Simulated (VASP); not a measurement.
# Ni (Fm-3m) in VASP: notebook

Runs on Ni. Level: r2SCAN+D4. Tasks: single point, relaxation of cell and atoms.

Program: VASP 6.6.1. These are calculated values, not measurements. Logs are shortened: lines on timing, memory, paths and dates and some standing lists are left out, and cuts for length are marked.

## 1. The cell of the first run

It takes space group Fm-3m (No. 225, cubic). Conventional cell: a = 3.466 Å, b = 3.466 Å, c = 3.466 Å, α = 90.00°, β = 90.00°, γ = 90.00°. Ni (site symmetry m-3m) has 12 Ni at 2.45 Å within 3.2 Å.

## 2. Single point, r2SCAN+D4, collinear spin, ferromagnetic start

POSCAR

```
Ni
1.0
    0.0000000000      1.7327779255      1.7327779255
    1.7327779255      0.0000000000      1.7327779255
    1.7327779255      1.7327779255      0.0000000000
Ni
1
Direct
    0.0000000000      0.0000000000      0.0000000000
```

INCAR.step1

```
SYSTEM = Ni
PREC = Accurate ; ENCUT = 660
ISMEAR = -1 ; SIGMA = 0.05
LREAL = .False. ; LASPH = .True.
NELM = 200 ; ISPIN = 2
MAGMOM = 1.5 ; LMAXMIX = 4
NBANDS = 15 ; GGA = PE
ALGO = Normal ; EDIFF = 1E-5
LWAVE = .True. ; LCHARG = .False.
GGA_COMPAT = .False.
```

INCAR.step2

```
SYSTEM = Ni
PREC = Accurate ; ENCUT = 660
EDIFF = 1E-6 ; ISMEAR = -1
SIGMA = 0.05 ; LREAL = .False.
LASPH = .True. ; NELM = 200
ALGO = Normal ; ISIF = 2
LWAVE = .False. ; LCHARG = .False.
ISPIN = 2 ; MAGMOM = 1.5
LORBIT = 11 ; LMAXMIX = 4
METAGGA = R2SCAN ; LMIXTAU = .True.
IVDW = 13 ; VDW_S6 = 1.0
VDW_S8 = 0.6018749 ; VDW_A1 = 0.51559235
VDW_A2 = 5.77342911 ; NBANDS = 15
ISTART = 1 ; GGA_COMPAT = .False.
```

KPOINTS

```
regular mesh
0
Gamma
  8 8 8
  0 0 0
```

Potentials or basis: VASP PAW PBE potentials, release 64 (Ni).

The run is started by

```
$ cat potpaw_PBE.64/Ni/POTCAR > POTCAR
$ cp INCAR.step1 INCAR
$ mpirun -np 1 vasp_std > vasp.out
$ cp INCAR.step2 INCAR
$ mpirun -np 1 vasp_std > vasp.out
```

OUTCAR:

```text
SYSTEM = Ni
   PREC = Accurate
   ENCUT = 660
   EDIFF = 1E-6
   ISMEAR = -1
   LREAL = .False.
   LASPH = .True.
   NELM = 200
   ISIF = 2
   ISPIN = 2
   LORBIT = 11
   METAGGA = R2SCAN
   IVDW = 13
   ISTART = 1

 ion  position               nearest neighbor table
   1  0.000  0.000  0.000-

  LATTYP: Found a face centered cubic cell.
 ALAT       =     3.4655558510

  Lattice vectors:

 A1 = (   0.0000000000,   1.7327779255,   1.7327779255)
 A2 = (   1.7327779255,   0.0000000000,   1.7327779255)
 A3 = (   1.7327779255,   1.7327779255,   0.0000000000)

Analysis of symmetry for initial positions (statically):
=====================================================================
 Subroutine PRICEL returns:
 Original cell was already a primitive cell.

 Routine SETGRP: Setting up the symmetry group for a
 face centered cubic supercell.

 Subroutine GETGRP returns: Found 48 space group operations
 (whereof 48 operations were pure point group operations)
 out of a pool of 48 trial point group operations.

The static configuration has the point symmetry O_h .

Analysis of symmetry for dynamics (positions and initial velocities):
=====================================================================
 Subroutine PRICEL returns:
 Original cell was already a primitive cell.

 Routine SETGRP: Setting up the symmetry group for a
 face centered cubic supercell.

 Subroutine GETGRP returns: Found 48 space group operations
 (whereof 48 operations were pure point group operations)
 out of a pool of 48 trial point group operations.

The dynamic configuration has the point symmetry O_h .

Analysis of structural, dynamic, and magnetic symmetry:
=====================================================================
 Subroutine PRICEL returns:
 Original cell was already a primitive cell.

 Routine SETGRP: Setting up the symmetry group for a
 face centered cubic supercell.

 Subroutine GETGRP returns: Found 48 space group operations
 (whereof 48 operations were pure point group operations)
 out of a pool of 48 trial point group operations.

The overall configuration has the point symmetry O_h .

 Subroutine INISYM returns: Found 48 space group operations
 (whereof 48 operations are pure point group operations),
 and found     1 'primitive' translations

----------------------------------------------------------------------------------------

                                     Primitive cell

  volume of cell :      10.4054

  direct lattice vectors                    reciprocal lattice vectors
     0.000000000  1.732777925  1.732777925    -0.288553999  0.288553999  0.288553999
     1.732777925  0.000000000  1.732777925     0.288553999 -0.288553999  0.288553999
     1.732777925  1.732777925  0.000000000     0.288553999  0.288553999 -0.288553999

  length of vectors
     2.450518043  2.450518043  2.450518043     0.499790187  0.499790187  0.499790187

  position of ions in fractional coordinates (direct lattice)
     0.000000000  0.000000000  0.000000000

  ion indices of the primitive-cell ions
   primitive index   ion index
                 1           1

----------------------------------------------------------------------------------------

 KPOINTS: regular mesh

Automatic generation of k-mesh.
 Grid dimensions read from file:
 generate k-points for:    8    8    8

 Generating k-lattice:

  Cartesian coordinates                     Fractional coordinates (reciprocal lattice)
    -0.036069250  0.036069250  0.036069250     0.125000000  0.000000000  0.000000000
     0.036069250 -0.036069250  0.036069250     0.000000000  0.125000000  0.000000000
     0.036069250  0.036069250 -0.036069250     0.000000000  0.000000000  0.125000000

  Length of vectors
     0.062473773  0.062473773  0.062473773

  Shift w.r.t. Gamma in fractional coordinates (k-lattice)
     0.000000000  0.000000000  0.000000000

 Subroutine IBZKPT returns following result:
 ===========================================

 Found     29 irreducible k-points:

 Following reciprocal coordinates:
            Coordinates               Weight
  0.000000  0.000000  0.000000      1.000000
  0.125000  0.000000  0.000000      8.000000
  0.250000  0.000000  0.000000      8.000000
  0.375000  0.000000  0.000000      8.000000
  0.500000  0.000000  0.000000      4.000000
  0.125000  0.125000  0.000000      6.000000
[... 16 lines left out ...]
  0.500000  0.250000  0.125000     48.000000
 -0.375000  0.250000  0.125000     24.000000
 [... further k-points ...]
   k-points           NKPTS =     29   k-points in BZ     NKDIM =     29   number of bands    NBANDS=     15
   number of dos      NEDOS =    301   number of ions     NIONS =      1
   total plane-waves  NPLWV =  13824
   dimension x,y,z NGX =    24 NGY =   24 NGZ =   24
   dimension x,y,z NGXF=    48 NGYF=   48 NGZF=   48
   ions per type =               1
   NGX,Y,Z   is equivalent  to a cutoff of  16.28, 16.28, 16.28 a.u.
   NGXF,Y,Z  is equivalent  to a cutoff of  32.56, 32.56, 32.56 a.u.
 SYSTEM =  Ni
   PREC   = accura    normal or accurate (medium, high low for compatibility)
   ISTART =      1    job   : 0-new  1-cont  2-samecut
   ICHARG =      0    charge: 1-file 2-atom 10-const
   ISPIN  =      2    spin polarized calculation?
   LNONCOLLINEAR =      F non collinear calculations
   LSORBIT =      F    spin-orbit coupling
   LASPH  =      T    aspherical Exc in radial PAW
   ENCUT  =  660.0 eV  48.51 Ry    6.96 a.u.   5.13  5.13  5.13*2*pi/ulx,y,z
   NELM   =    200;   NELMIN=  2; NELMDL=  0     # of ELM steps
   EDIFF  = 0.1E-05   stopping-criterion for ELM
   LREAL  =      F    real-space projection
[... 7 lines left out ...]
   TEBEG  =    0.0;   TEEND  =   0.0 temperature during run
   PSTRESS=    0.0 pullay stress
   NELECT =      10.0000    total number of electrons
   NUPDOWN=      -1.0000    fix difference up-down
   EMIN   =  10.00;   EMAX   =-10.00  energy-range for DOS
   EFERMI =   0.00;   METHOD = LEGACY
   ISMEAR =    -1;   SIGMA  =   0.05  broadening in eV -4-tet -1-fermi 0-gaus
   EFERMI_NEDOS =   21; number of points for ismear=-14 and -15
   IALGO  =     38    algorithm
   IMIX   =      4    mixing-type and parameters
     AMIX     =   0.40;   BMIX     =  1.00
     AMIX_MAG =   1.60;   BMIX_MAG =  1.00
  volume/ion in A,a.u.               =      10.41        70.22
  Fermi-wavevector in a.u.,A,eV,Ry     =   1.615556  3.052958 35.511479  2.610020
  Thomas-Fermi vector in A             =   2.710284
   LORBIT       =     11    0 simple, 1 ext, 2 COOP (PROOUT), +10 PAW based schemes
   METAGGA = R2SCAN    functional components
   LHFCALC =     F    Hartree Fock is set to
   AEXX    =    0.0000 exact exchange contribution
   IVDW    =    13    specifies the selected vdW correction
   LEPSILON=     F    determine dielectric tensor
   LRPA    =     F    only Hartree local field effects (RPA)
 spin polarized calculation
  energy-cutoff  :      660.00
  volume of cell :       10.41
 maximum number of plane-waves:       415
 NGX is ok and might be reduce to    24
   NGX = 11   NGY = 11   NGZ = 11

 number of electron      10.0000002 magnetization       0.6992166

 Free energy of the ion-electron system (eV)
  ---------------------------------------------------
  ext. energy  EPLUGINS =         0.00000000
  ---------------------------------------------------
  free energy    TOTEN  =       -11.95230025 eV

  energy without entropy =      -11.94018193  energy(sigma->0) =      -11.94624109

 E-fermi :   9.9695     XC(G=0): -14.6928

 val. band max:        9.9521881216   @ k =  -0.3750   0.2500   0.0000
 cond. band min:      10.0229097413   @ k =   0.3750   0.1250   0.0000
 fundamental gap:      0.0707216198
 Fermi energy:         9.9695367462

 spin component 1

 k-point     1 :       0.0000    0.0000    0.0000
  band No.  band energies     occupation
      1       0.2329      1.00000
      2       6.9195      1.00000
      3       6.9195      1.00000
      4       6.9195      1.00000
      5       8.2807      1.00000
      6       8.2807      1.00000
      7      34.8912      0.00000
      8      39.4074      0.00000
      9      39.4074      0.00000
     10      39.4074      0.00000
     11      42.1839      0.00000
     12      42.1840      0.00000
     13      42.1840      0.00000
     14      45.5241      0.00000
     15      51.9717      0.00000

 k-point     2 :       0.1250    0.0000    0.0000
  band No.  band energies     occupation
      1       0.8778      1.00000
      2       6.7688      1.00000
      3       7.0498      1.00000
      4       7.0498      1.00000
      5       8.2336      1.00000
      6       8.2336      1.00000
      7      31.9542      0.00000
      8      36.1388      0.00000
      9      38.2415      0.00000
     10      38.2415      0.00000
     11      43.5747      0.00000
     12      43.8812      0.00000
     13      43.8812      0.00000
     14      48.9707      0.00000
     15      48.9707      0.00000
[... 365 lines left out ...]
      3       6.6386      1.00000
      4       7.8007      1.00000
      5       8.5928      1.00000
      6      10.8934      0.00000
      7      20.3562      0.00000
      8      26.3221      0.00000
      9      29.7104      0.00000
     10      37.7258      0.00000
     11      41.6130      0.00000
     12      46.4590      0.00000
     13      49.2909      0.00000
     14      52.1123      0.00000
     15      55.2972      0.00000

 k-point    24 :      -0.3750    0.2500    0.1250
  band No.  band energies     occupation
      1       5.3396      1.00000
      2       6.2854      1.00000
      3       6.8722      1.00000
      4       7.6749      1.00000
      5       8.8192      1.00000
      6      13.3388      0.00000
      7      16.4014      0.00000
      8      26.8142      0.00000
      9      28.0556      0.00000
     10      37.3252      0.00000
     11      41.5783      0.00000
     12      49.4142      0.00000
     13      51.2719      0.00000
     14      52.2176      0.00000
     15      53.4032      0.00000

 [... further k-points ...]

 spin component 2

 k-point     1 :       0.0000    0.0000    0.0000
  band No.  band energies     occupation
      1      -0.0224      1.00000
      2       8.2104      1.00000
      3       8.2104      1.00000
      4       8.2104      1.00000
      5       9.0067      1.00000
      6       9.0067      1.00000
      7      34.6342      0.00000
      8      39.5069      0.00000
      9      39.5069      0.00000
     10      39.5069      0.00000
     11      42.4789      0.00000
     12      42.4789      0.00000
     13      42.4789      0.00000
     14      45.5801      0.00000
     15      53.1403      0.00000

 k-point     2 :       0.1250    0.0000    0.0000
  band No.  band energies     occupation
      1       0.6292      1.00000
      2       8.0149      1.00000
      3       8.3325      1.00000
      4       8.3325      1.00000
      5       8.9738      1.00000
      6       8.9738      1.00000
      7      32.0047      0.00000
      8      36.0591      0.00000
      9      38.4214      0.00000
     10      38.4214      0.00000
     11      43.7027      0.00000
     12      44.0798      0.00000
     13      44.0798      0.00000
     14      49.4359      0.00000
     15      49.4359      0.00000
[... 365 lines left out ...]
      3       7.5589      1.00000
      4       8.6539      1.00000
      5       9.8248      0.94756
      6      11.6674      0.00000
      7      20.6508      0.00000
      8      26.4759      0.00000
      9      29.8649      0.00000
     10      37.8708      0.00000
     11      41.7796      0.00000
     12      46.7929      0.00000
     13      49.5320      0.00000
     14      54.2463      0.00000
     15      55.9910      0.00000

 k-point    24 :      -0.3750    0.2500    0.1250
  band No.  band energies     occupation
      1       6.1195      1.00000
      2       6.7596      1.00000
      3       7.8386      1.00000
      4       8.5073      1.00000
      5      10.1107      0.05612
      6      13.6694      0.00000
      7      16.9291      0.00000
      8      26.9194      0.00000
      9      28.2551      0.00000
     10      37.4640      0.00000
     11      41.7516      0.00000
     12      49.6190      0.00000
     13      52.5470      0.00000
     14      52.9136      0.00000
     15      54.0243      0.00000

 [... further k-points ...]

------------------------ aborting loop because EDIFF is reached ----------------------------------------

  DFT-D4 for vdW energy calculation

  Edisp (eV):   -0.16235

  FORCE on cell =-STRESS in cart. coord.  units (eV):
  Direction    XX          YY          ZZ          XY          YZ          ZX
  --------------------------------------------------------------------------------------
  -------------------------------------------------------------------------------------
  Total       0.01538     0.01538     0.01538     0.00000     0.00000     0.00000
  in kB       2.36788     2.36788     2.36788     0.00000     0.00000     0.00000
  external pressure =        2.37 kB  Pullay stress =        0.00 kB

 VOLUME and BASIS-vectors are now :
 -----------------------------------------------------------------------------
  energy-cutoff  :      660.00
  volume of cell :       10.41
      direct lattice vectors                 reciprocal lattice vectors
     0.000000000  1.732777925  1.732777925    -0.288553999  0.288553999  0.288553999
     1.732777925  0.000000000  1.732777925     0.288553999 -0.288553999  0.288553999
     1.732777925  1.732777925  0.000000000     0.288553999  0.288553999 -0.288553999

 POSITION                                       TOTAL-FORCE (eV/Angst)
 -----------------------------------------------------------------------------------
      0.00000      0.00000      0.00000         0.000000     -0.000000     -0.000000
 -----------------------------------------------------------------------------------
    total drift:                                0.000000      0.000000     -0.000000

  FREE ENERGIE OF THE ION-ELECTRON SYSTEM (eV)
  ---------------------------------------------------
  free  energy   TOTEN  =       -12.1146514849 eV

  energy  without entropy=      -12.1025331651  energy(sigma->0) =      -12.10859232

 total charge

# of ion       s       p       d       tot
------------------------------------------
    1        0.533   0.561   8.335   9.428

 magnetization (x)

# of ion       s       p       d       tot
------------------------------------------
    1       -0.010  -0.044   0.772   0.717
```

Wall time 76 s (1 thread of Intel Xeon Platinum 8259CL at 2.50GHz (Skylake/Cascade Lake), shared host); peak memory 0.16 GiB.

What came out:

```yaml
Free_energy: -12.1147 eV
Pressure: 0.2 GPa
Net_moment: 0.70 μB per cell
Site_moments: Ni +0.72 μB
Valence_electrons_inside_the_program's_atomic_spheres: Ni 9.43
Dispersion_energy_per_atom: -0.162 eV
```

Caveat: the k points lie up to 0.39 Å⁻¹ apart; the PAW data sets were made with another functional, which shifts forces and pressure a little.

## 3. Relaxation of cell and atoms, r2SCAN+D4, collinear spin, ferromagnetic start

This run uses another cell than the first one, of 10.90 Å³/atom.

POSCAR

```
Ni
1.0
    0.0000000000      1.7600000000      1.7600000000
    1.7600000000      0.0000000000      1.7600000000
    1.7600000000      1.7600000000      0.0000000000
Ni
1
Direct
    0.0000000000      0.0000000000      0.0000000000
```

INCAR.step1

```
SYSTEM = Ni
PREC = Accurate ; ENCUT = 660
ISMEAR = -1 ; SIGMA = 0.05
LREAL = .FALSE. ; LASPH = .TRUE.
NELM = 200 ; ISPIN = 2
MAGMOM = 1.5 ; LMAXMIX = 4
GGA = PE ; ALGO = Normal
EDIFF = 1E-5 ; LWAVE = .TRUE.
LCHARG = .FALSE. ; GGA_COMPAT = .FALSE.
IBRION = 2 ; ISIF = 3
EDIFFG = -0.005 ; NELMIN = 4
NSW = 100
```

INCAR.step2

```
SYSTEM = Ni
PREC = Accurate ; ENCUT = 660
EDIFF = 1E-7 ; ISMEAR = -1
SIGMA = 0.05 ; LREAL = .FALSE.
LASPH = .TRUE. ; NELM = 200
ALGO = Normal ; ISIF = 3
LWAVE = .FALSE. ; LCHARG = .FALSE.
ISPIN = 2 ; MAGMOM = 1.5
LORBIT = 11 ; LMAXMIX = 4
METAGGA = R2SCAN ; LMIXTAU = .TRUE.
IVDW = 13 ; VDW_S6 = 1.0
VDW_S8 = 0.6018749 ; VDW_A1 = 0.51559235
VDW_A2 = 5.77342911 ; IBRION = 2
NSW = 80 ; EDIFFG = -0.02
ISTART = 1 ; GGA_COMPAT = .FALSE.
NELMIN = 4
```

KPOINTS

```
Automatic mesh
0
G
  8 8 8
  0 0 0
```

Potentials or basis: VASP PAW PBE potentials, release 64 (Ni).

The run is started by

```
$ cat potpaw_PBE.64/Ni/POTCAR > POTCAR
$ cp INCAR.step1 INCAR
$ mpirun -np 1 vasp_std > vasp.out
$ cp INCAR.step2 INCAR
$ mpirun -np 1 vasp_std > vasp.out
```

It took 3.3 min on 1 thread of Intel Xeon Platinum 8259CL at 2.50GHz (Skylake/Cascade Lake), shared host; peak memory 0.16 GiB.

It converged, with:

```yaml
Free_energy: -12.1151 eV
Relaxed_volume: 10.42 Å³/atom
Relaxed_cell: a = 2.452 Å, b = 2.452 Å, c = 2.452 Å, α = 60.00°, β = 60.00°, γ = 60.00°
Space_group_after_relaxing_to_0.1_Å: Fm-3m (No. 225)
Energy_gained_by_relaxing: 14.8 meV/atom
Ionic_steps: 3
Pressure_after_relaxing: -0.1 GPa
Net_moment: 0.70 μB per cell
Site_moments: Ni +0.72 μB
Valence_electrons_inside_the_program's_atomic_spheres: Ni 9.43
Dispersion_energy_per_atom: -0.162 eV
```

Step by step:
```csv
step,energy change (eV),largest force (eV/Å),pressure (GPa),volume (Å³)
1,0.0000,0.0000,-9.35,10.90
2,0.0030,0.0000,12.28,9.93
3,-0.0148,0.0000,-0.13,10.42
```

Final structure:
```xyz
1
Lattice="0.0000 1.7337 1.7337 1.7337 0.0000 1.7337 1.7337 1.7337 0.0000" Properties=species:S:1:pos:R:3 pbc="T T T"
Ni    0.0000    0.0000    0.0000
```

Levels at points of the mesh, in eV from the Fermi level:
Spin up:
```
           k point  band 3  band 4  band 5  band 6  band 7  band 8
(0.00, 0.00, 0.00)   -3.05   -3.05   -1.69   -1.69   24.91   29.41
(0.50, 0.00, 0.00)   -2.97   -1.04   -1.04   -0.49    5.96   23.34
(0.50, 0.50, 0.00)   -0.95   -0.95   -0.93    2.50    9.74   15.82
```
Spin down:
```csv
k point,band 2,band 3,band 4,band 5,band 6,band 7,band 8,band 9
"(0.00, 0.00, 0.00)",-1.75,-1.75,-1.75,-0.96,-0.96,24.65,29.51,29.51
"(0.50, 0.00, 0.00)",-2.09,-2.09,-0.72,0.16,0.16,6.64,23.21,26.69
"(0.50, 0.50, 0.00)",-3.94,-0.17,0.54,0.54,2.25,10.07,15.88,15.88
```

Caveat: the k points lie up to 0.39 Å⁻¹ apart in the final cell; the PAW data sets were made with another functional, which shifts forces and pressure a little.
